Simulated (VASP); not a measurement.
# HgTe (F-43m) in VASP: a series of runs, part 2 of 3

VASP 6.6.1.

### Step 3. Electric field gradients, PBEsol (volume scaled by 1.01)

INCAR reads:

```
ALGO = Normal ; EDIFF = 1E-8
ENCUT = 520 ; GGA = PS
ISIF = 2 ; ISMEAR = -1
LASPH = T ; LCHARG = F
LEFG = T ; LREAL = F
LWAVE = F ; NBANDS = 16
NELM = 100 ; PREC = Accurate
SIGMA = 0.05
```

KPOINTS reads:

```
k-points
0
Gamma
  9 9 9
```

POSCAR reads:

```
HgTe
1.0
    0.0000000000      3.2342093810      3.2342093810
    3.2342093810      0.0000000000      3.2342093810
    3.2342093810      3.2342093810      0.0000000000
Hg Te
1 1
Direct
    0.0000000000      0.0000000000      0.0000000000
    0.7500000000      0.7500000000      0.7500000000
```

Potentials or basis: VASP PAW PBE potentials, release 64 (Hg, Te).

Command:

```sh
> cat potpaw_PBE.64/Hg/POTCAR potpaw_PBE.64/Te/POTCAR > POTCAR
> mpirun -np 1 vasp_std > vasp.out
```

OUTCAR:

```text
EDIFF = 1E-8
   ENCUT = 520
   GGA = PS
   ISIF = 2
   ISMEAR = -1
   LASPH = T
   LREAL = F
   NELM = 100
   PREC = Accurate

 ion  position               nearest neighbor table
   1  0.000  0.000  0.000-   2 2.80   2 2.80   2 2.80   2 2.80
   2  0.750  0.750  0.750-   1 2.80   1 2.80   1 2.80   1 2.80

  LATTYP: Found a face centered cubic cell.
 ALAT       =     6.4684187620

  Lattice vectors:

 A1 = (   0.0000000000,   3.2342093810,   3.2342093810)
 A2 = (   3.2342093810,   0.0000000000,   3.2342093810)
 A3 = (   3.2342093810,   3.2342093810,   0.0000000000)

Analysis of symmetry for initial positions (statically):
=====================================================================
 Subroutine PRICEL returns:
 Original cell was already a primitive cell.

 Routine SETGRP: Setting up the symmetry group for a
 face centered cubic supercell.

 Subroutine GETGRP returns: Found 24 space group operations
[... 643 lines left out ...]
  volume of cell :       67.66
      direct lattice vectors                 reciprocal lattice vectors
     0.000000000  3.234209381  3.234209381    -0.154597288  0.154597288  0.154597288
     3.234209381  0.000000000  3.234209381     0.154597288 -0.154597288  0.154597288
     3.234209381  3.234209381  0.000000000     0.154597288  0.154597288 -0.154597288

 POSITION                                       TOTAL-FORCE (eV/Angst)
 -----------------------------------------------------------------------------------
      0.00000      0.00000      0.00000        -0.000000     -0.000000     -0.000000
      4.85131      4.85131      4.85131         0.000000      0.000000      0.000000
 -----------------------------------------------------------------------------------
    total drift:                                0.000000      0.000000      0.000000

  FREE ENERGIE OF THE ION-ELECTRON SYSTEM (eV)
  ---------------------------------------------------
  free  energy   TOTEN  =        -4.3717322439 eV

  energy  without entropy=       -4.3712685745  energy(sigma->0) =       -4.37150041

 Electric field gradients (V/A^2)
---------------------------------------------------------------------
 ion       V_xx      V_yy      V_zz      V_xy      V_xz      V_yz
---------------------------------------------------------------------
   1       0.000     0.000    -0.000    -0.000    -0.000    -0.000
   2       0.000     0.000     0.000    -0.000    -0.000    -0.000
---------------------------------------------------------------------

 Electric field gradients after diagonalization (V/A^2)
 (convention: |V_zz| > |V_xx| > |V_yy|)
----------------------------------------------------------------------
 ion       V_xx      V_yy      V_zz     asymmetry (V_yy - V_xx)/ V_zz
----------------------------------------------------------------------
   1       0.000     0.000    -0.000       0.000
   2       0.000     0.000    -0.000       0.000
----------------------------------------------------------------------

           NMR quadrupolar parameters

 Cq : quadrupolar parameter    Cq=e*Q*V_zz/h
 eta: asymmetry parameters     (V_yy - V_xx)/ V_zz
 Q  : nuclear electric quadrupole moment in mb (millibarn)
----------------------------------------------------------------------
 ion       Cq(MHz)       eta       Q (mb)
----------------------------------------------------------------------
   1      -0.000       0.000       1.000
   2      -0.000       0.000       1.000
----------------------------------------------------------------------
```

OSZICAR:

```text
N       E                     dE             d eps       ncg     rms          rms(c)
DAV:   1     0.102506585194E+03    0.10251E+03   -0.79391E+03  1120   0.966E+02
DAV:   2    -0.100447058893E+01   -0.10351E+03   -0.97172E+02  1312   0.226E+02
DAV:   3    -0.457417345859E+01   -0.35697E+01   -0.35609E+01  1392   0.433E+01
DAV:   4    -0.460743635041E+01   -0.33263E-01   -0.33260E-01  1664   0.379E+00
DAV:   5    -0.460756118065E+01   -0.12483E-03   -0.12483E-03  1472   0.195E-01    0.763E+00
DAV:   6    -0.438455756330E+01    0.22300E+00   -0.43932E-01  1312   0.913E+00    0.610E+00
DAV:   7    -0.437393410866E+01    0.10623E-01   -0.99124E-02  1312   0.217E+00    0.226E+00
DAV:   8    -0.437195634572E+01    0.19778E-02   -0.10360E-02  1272   0.118E+00    0.568E-01
DAV:   9    -0.437171860476E+01    0.23774E-03   -0.69030E-04  1424   0.303E-01    0.116E-01
DAV:  10    -0.437172675546E+01   -0.81507E-05   -0.76627E-05  1392   0.801E-02    0.497E-02
DAV:  11    -0.437173354990E+01   -0.67944E-05   -0.19482E-05  1408   0.350E-02    0.284E-02
DAV:  12    -0.437173234361E+01    0.12063E-05   -0.31387E-06  1216   0.147E-02    0.147E-02
DAV:  13    -0.437173233167E+01    0.11941E-07   -0.29150E-07  1440   0.308E-03    0.840E-03
DAV:  14    -0.437173224753E+01    0.84142E-07   -0.18521E-07  1232   0.455E-03    0.142E-03
DAV:  15    -0.437173224389E+01    0.36389E-08   -0.24733E-08  1448   0.107E-03
   1 F= -.43717322E+01 E0= -.43715004E+01  d E =-.463669E-03
```

stdout:

```text
POSCAR found type information on POSCAR HgTe
 POSCAR found :  2 types and       2 ions
 scaLAPACK will be used
 -----------------------------------------------------------------------------
|                                                                             |
|                                                                             |
|     You enforced a specific xc type in the INCAR file but a different       |
|     I HOPE YOU KNOW WHAT YOU ARE DOING!                                     |
|                                                                             |
 -----------------------------------------------------------------------------

 LDA part: xc-table for (Slater+PW92), standard interpolation
 POSCAR, INCAR and KPOINTS ok, starting setup
 FFT: planning ... GRIDC
 FFT: planning ... GRID_SOFT
 FFT: planning ... GRID
 WAVECAR not read
 entering main loop
ion   1

ion   2
```

It took 36 s on 1 thread of Intel Xeon Platinum 8375C at 2.90GHz (Ice Lake), shared host; peak memory 0.21 GiB.

What came out:

* Free energy: -4.3717 eV
* Pressure: 1.0 GPa
* Band gap on the k mesh: zero (filled and empty bands touch)

Caveat: without QUAD_EFG the Cq values of the log hold for a quadrupole moment of 1 mb, not for the nuclei; the PAW data sets were made with another functional, which shifts forces and pressure a little; spin-orbit coupling is left out, which moves the levels of the heavy elements.

### Step 4. Electric field gradients, PBEsol (volume scaled by 1.01)

INCAR reads:

```
SYSTEM = HgTe
PREC = Accurate
ENCUT = 520
EDIFF = 1E-8
ISMEAR = -1
SIGMA = 0.05
LREAL = .FALSE.
LASPH = .TRUE.
NELM = 80
ALGO = Normal
ISIF = 2
LWAVE = .FALSE.
LCHARG = .FALSE.
GGA = PS
LEFG = .TRUE.
NBANDS = 16
```

KPOINTS reads:

```
Automatic mesh
0
G
  9 9 9
  0 0 0
```

POSCAR is that of step 3.

Potentials or basis: VASP PAW PBE potentials, release 64 (Hg, Te).

Command:

```sh
> cat potpaw_PBE.64/Hg/POTCAR potpaw_PBE.64/Te/POTCAR > POTCAR
> mpirun -np 1 vasp_std > vasp.out
```

OUTCAR:

```text
SYSTEM = HgTe
   PREC = Accurate
   ENCUT = 520
   EDIFF = 1E-8
   ISMEAR = -1
   LREAL = .FALSE.
   LASPH = .TRUE.
   NELM = 80
   ISIF = 2
   GGA = PS

 ion  position               nearest neighbor table
   1  0.000  0.000  0.000-   2 2.80   2 2.80   2 2.80   2 2.80
   2  0.750  0.750  0.750-   1 2.80   1 2.80   1 2.80   1 2.80

  LATTYP: Found a face centered cubic cell.
 ALAT       =     6.4684187620

  Lattice vectors:

 A1 = (   0.0000000000,   3.2342093810,   3.2342093810)
 A2 = (   3.2342093810,   0.0000000000,   3.2342093810)
 A3 = (   3.2342093810,   3.2342093810,   0.0000000000)

Analysis of symmetry for initial positions (statically):
=====================================================================
 Subroutine PRICEL returns:
 Original cell was already a primitive cell.

 Routine SETGRP: Setting up the symmetry group for a
 face centered cubic supercell.

 Subroutine GETGRP returns: Found 24 space group operations
 (whereof 24 operations were pure point group operations)
 out of a pool of 48 trial point group operations.

The static configuration has the point symmetry T_d .

Analysis of symmetry for dynamics (positions and initial velocities):
=====================================================================
 Subroutine PRICEL returns:
 Original cell was already a primitive cell.

 Routine SETGRP: Setting up the symmetry group for a
 face centered cubic supercell.

 Subroutine GETGRP returns: Found 24 space group operations
 (whereof 24 operations were pure point group operations)
 out of a pool of 48 trial point group operations.

The dynamic configuration has the point symmetry T_d .

 Subroutine INISYM returns: Found 24 space group operations
 (whereof 24 operations are pure point group operations),
 and found     1 'primitive' translations

----------------------------------------------------------------------------------------

                                     Primitive cell

  volume of cell :      67.6604

  direct lattice vectors                    reciprocal lattice vectors
     0.000000000  3.234209381  3.234209381    -0.154597288  0.154597288  0.154597288
     3.234209381  0.000000000  3.234209381     0.154597288 -0.154597288  0.154597288
     3.234209381  3.234209381  0.000000000     0.154597288  0.154597288 -0.154597288

  length of vectors
     4.573862770  4.573862770  4.573862770     0.267770358  0.267770358  0.267770358

  position of ions in fractional coordinates (direct lattice)
     0.000000000  0.000000000  0.000000000
     0.750000000  0.750000000  0.750000000

  ion indices of the primitive-cell ions
   primitive index   ion index
                 1           1
                 2           2

----------------------------------------------------------------------------------------

 KPOINTS: Automatic mesh

Automatic generation of k-mesh.
 Grid dimensions read from file:
 generate k-points for:    9    9    9

 Generating k-lattice:

  Cartesian coordinates                     Fractional coordinates (reciprocal lattice)
    -0.017177476  0.017177476  0.017177476     0.111111111  0.000000000  0.000000000
[... 65 lines left out ...]
   ISIF   =      2    stress and relaxation
   ISYM   =      2    0-nonsym 1-usesym 2-fastsym
   POTIM  = 0.5000    time-step for ionic-motion
   TEBEG  =    0.0;   TEEND  =   0.0 temperature during run
   PSTRESS=    0.0 pullay stress
   NELECT =      18.0000    total number of electrons
   NUPDOWN=      -1.0000    fix difference up-down
   EMIN   =  10.00;   EMAX   =-10.00  energy-range for DOS
   EFERMI =   0.00;   METHOD = LEGACY
   ISMEAR =    -1;   SIGMA  =   0.05  broadening in eV -4-tet -1-fermi 0-gaus
   EFERMI_NEDOS =   21; number of points for ismear=-14 and -15
   IALGO  =     38    algorithm
   IMIX   =      4    mixing-type and parameters
     AMIX     =   0.40;   BMIX     =  1.00
     AMIX_MAG =   1.60;   BMIX_MAG =  1.00
  volume/ion in A,a.u.               =      33.83       228.30
  Fermi-wavevector in a.u.,A,eV,Ry     =   1.052901  1.989694 15.083425  1.108600
  Thomas-Fermi vector in A             =   2.188002
   LORBIT       =      0    0 simple, 1 ext, 2 COOP (PROOUT), +10 PAW based schemes
   GGA     = PS    functional components
   LHFCALC =     F    Hartree Fock is set to
   AEXX    =    0.0000 exact exchange contribution
   IVDW    =     0    specifies the selected vdW correction
   LEPSILON=     F    determine dielectric tensor
   LRPA    =     F    only Hartree local field effects (RPA)
 non-spin polarized calculation
  energy-cutoff  :      520.00
  volume of cell :       67.66
 maximum number of plane-waves:      1853
 NGX is ok and might be reduce to    36
   NGX = 17   NGY = 17   NGZ = 17

 number of electron      18.0000002 magnetization

 Free energy of the ion-electron system (eV)
  ---------------------------------------------------
  ext. energy  EPLUGINS =         0.00000000
  ---------------------------------------------------
  free energy    TOTEN  =        -4.37173224 eV

  energy without entropy =       -4.37126857  energy(sigma->0) =       -4.37150041

 E-fermi :   2.9937     XC(G=0):  -8.9279

 val. band max:        2.9311546673   @ k =   0.0000   0.0000   0.0000
 cond. band min:       3.4911048380   @ k =   0.1111   0.0000   0.0000
 fundamental gap:      0.5599501708
 Fermi energy:         2.9936754034

 k-point     1 :       0.0000    0.0000    0.0000
  band No.  band energies     occupation
      1      -9.0779      2.00000
      2      -4.4033      2.00000
      3      -4.4033      2.00000
      4      -4.4033      2.00000
      5      -3.8700      2.00000
      6      -3.8700      2.00000
[... 433 lines left out ...]
      3      -4.0733      2.00000
      4      -4.0733      2.00000
      5      -3.8090      2.00000
      6      -3.5319      2.00000
[... 8 lines left out ...]
     15      13.1784      0.00000
     16      14.6522      0.00000

 [... further k-points ...]
[... 5 lines left out ...]
  --------------------------------------------------------------------------------------
  -------------------------------------------------------------------------------------
  Total        0.4080577      0.4080577      0.4080577      0.0000000      0.0000000      0.0000000
  in kB        9.6626832      9.6626832      9.6626832      0.0000000      0.0000000      0.0000000
  external PRESSURE =       9.6626832 kB  Pullay stress =       0.0000000 kB

 VOLUME and BASIS-vectors are now :
 -----------------------------------------------------------------------------
  energy-cutoff  :      520.00
  volume of cell :       67.66
      direct lattice vectors                 reciprocal lattice vectors
     0.000000000  3.234209381  3.234209381    -0.154597288  0.154597288  0.154597288
     3.234209381  0.000000000  3.234209381     0.154597288 -0.154597288  0.154597288
     3.234209381  3.234209381  0.000000000     0.154597288  0.154597288 -0.154597288

 POSITION                                       TOTAL-FORCE (eV/Angst)
 -----------------------------------------------------------------------------------
      0.00000      0.00000      0.00000        -0.000000     -0.000000     -0.000000
      4.85131      4.85131      4.85131         0.000000      0.000000      0.000000
 -----------------------------------------------------------------------------------
    total drift:                                0.000000      0.000000      0.000000

  FREE ENERGIE OF THE ION-ELECTRON SYSTEM (eV)
  ---------------------------------------------------
  free  energy   TOTEN  =        -4.3717322439 eV

  energy  without entropy=       -4.3712685745  energy(sigma->0) =       -4.37150041

 Electric field gradients (V/A^2)
---------------------------------------------------------------------
 ion       V_xx      V_yy      V_zz      V_xy      V_xz      V_yz
---------------------------------------------------------------------
   1       0.000     0.000    -0.000    -0.000    -0.000    -0.000
   2       0.000     0.000     0.000    -0.000    -0.000    -0.000
---------------------------------------------------------------------

 Electric field gradients after diagonalization (V/A^2)
 (convention: |V_zz| > |V_xx| > |V_yy|)
----------------------------------------------------------------------
 ion       V_xx      V_yy      V_zz     asymmetry (V_yy - V_xx)/ V_zz
----------------------------------------------------------------------
   1       0.000     0.000    -0.000       0.000
   2       0.000     0.000    -0.000       0.000
----------------------------------------------------------------------

           NMR quadrupolar parameters

 Cq : quadrupolar parameter    Cq=e*Q*V_zz/h
 eta: asymmetry parameters     (V_yy - V_xx)/ V_zz
 Q  : nuclear electric quadrupole moment in mb (millibarn)
----------------------------------------------------------------------
 ion       Cq(MHz)       eta       Q (mb)
----------------------------------------------------------------------
   1      -0.000       0.000       1.000
   2      -0.000       0.000       1.000
----------------------------------------------------------------------
```

Wall time 36 s (1 thread of Intel Xeon Platinum 8375C at 2.90GHz (Ice Lake), shared host); peak memory 0.22 GiB.

What came out:

* Free energy: -4.3717 eV
* Pressure: 1.0 GPa
* Band gap on the k mesh: zero (filled and empty bands touch)

Levels at points of the mesh, in eV from the Fermi level:
| k point | band 7 | band 8 | band 9 | band 10 | band 11 | band 12 |
| --- | --- | --- | --- | --- | --- | --- |
| (0.00, 0.00, 0.00) | -0.87 | -0.06 | -0.06 | -0.06 | 4.12 | 4.12 |

Caveat: without QUAD_EFG the Cq values of the log hold for a quadrupole moment of 1 mb, not for the nuclei; the PAW data sets were made with another functional, which shifts forces and pressure a little; spin-orbit coupling is left out, which moves the levels of the heavy elements.

(Part 2 of 3 ends here.)
